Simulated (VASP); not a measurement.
## Mg3CdS4: relaxation of shape and atoms at fixed volume with PBE

Crystal: Mg3CdS4.

```xyz
8
Lattice="3.5967 0.0000 0.0000 0.0000 3.5967 0.0000 0.0000 0.0000 10.1834" Properties=species:S:1:pos:R:3 pbc="T T T"
Mg    0.0000    0.0000    7.6005
Mg    0.0000    0.0000    2.5829
Mg    1.7984    1.7984    5.0917
Cd    1.7984    1.7984    0.0000
S     0.0000    0.0000    0.0000
S     1.7984    1.7984    2.6160
S     0.0000    0.0000    5.0917
S     1.7984    1.7984    7.5674
```

```json
{
 "Program": "VASP 6.6.1",
 "Task": "relaxation of shape and atoms at fixed volume",
 "Functional": "PBE",
 "Potentials or basis": "VASP PAW PBE potentials, release 64 (Mg, Cd, S)",
 "Cutoff": "600 eV",
 "k mesh": "8 × 8 × 4",
 "Occupations": "gaussian, width 0.02 eV",
 "Spin": "no spin polarisation",
 "Dipole correction": "no",
 "Further INCAR settings": "ALGO = Normal; EDIFF = 1e-07; IBRION = 2; EDIFFG = -0.01; NSW = 50; ISIF = 4"
}
```

```
Energy gained by relaxing    : 0.0 meV/atom
Ionic steps                  : 3
Pressure after relaxing      : 12.4 GPa
Largest force after relaxing : 0.003 eV/Å
Band gap on the k mesh       : 1.08 eV (least direct gap 2.17 eV)
```

Forces in eV/Å, atoms in the order of the input:
```
Mg   0.000  0.000  0.003
Mg   0.000  0.000 -0.003
Mg   0.000  0.000  0.000
Cd   0.000  0.000  0.000
S    0.000  0.000  0.000
S    0.000  0.000 -0.001
S    0.000  0.000  0.000
S    0.000  0.000  0.001
```

Step by step:
| step | energy change (eV) | largest force (eV/Å) | pressure (GPa) | volume (Å³) |
| --- | --- | --- | --- | --- |
| 1 | 0.0000 | 0.0527 | 12.39 | 131.74 |
| 2 | -0.0003 | 0.0195 | 12.39 | 131.74 |
| 3 | -0.0003 | 0.0031 | 12.39 | 131.74 |

Final structure:
```
Mg Cd S
1.0
     3.59811    0.00000    0.00000
     0.00000    3.59811    0.00000
     0.00000    0.00000   10.17546
Mg Cd S
3 1 4
Direct
  0.00000 0.00000 0.74655
  0.00000 0.00000 0.25345
  0.50000 0.50000 0.50000
  0.50000 0.50000 0.00000
  0.00000 0.00000 0.00000
  0.50000 0.50000 0.25729
  0.00000 0.00000 0.50000
  0.50000 0.50000 0.74271
```

Levels at points of the mesh, in eV from the valence-band top:
```
           k point  band 19  band 20  band 21  band 22  band 23  band 24
(0.00, 0.00, 0.00)    -0.78    -0.72    -0.72     1.45     3.22     3.76
(0.50, 0.00, 0.00)    -1.27    -0.64     0.00     3.75     3.83     4.88
(0.50, 0.50, 0.00)    -2.58    -2.57    -2.57     1.08     2.23     4.01
(0.00, 0.00, 0.50)    -1.32    -0.86    -0.86     1.82     2.92     3.81
(0.50, 0.00, 0.50)    -1.33    -1.27     0.00     4.34     4.61     4.78
(0.50, 0.50, 0.50)    -2.89    -2.89    -2.89     1.79     3.28     3.29
```

Run time: 4.4 min on 1 thread of Oxide Virtual Turin-like Processor, with other jobs on the host, peak memory 0.36 GiB.

A k mesh can miss the band edges.
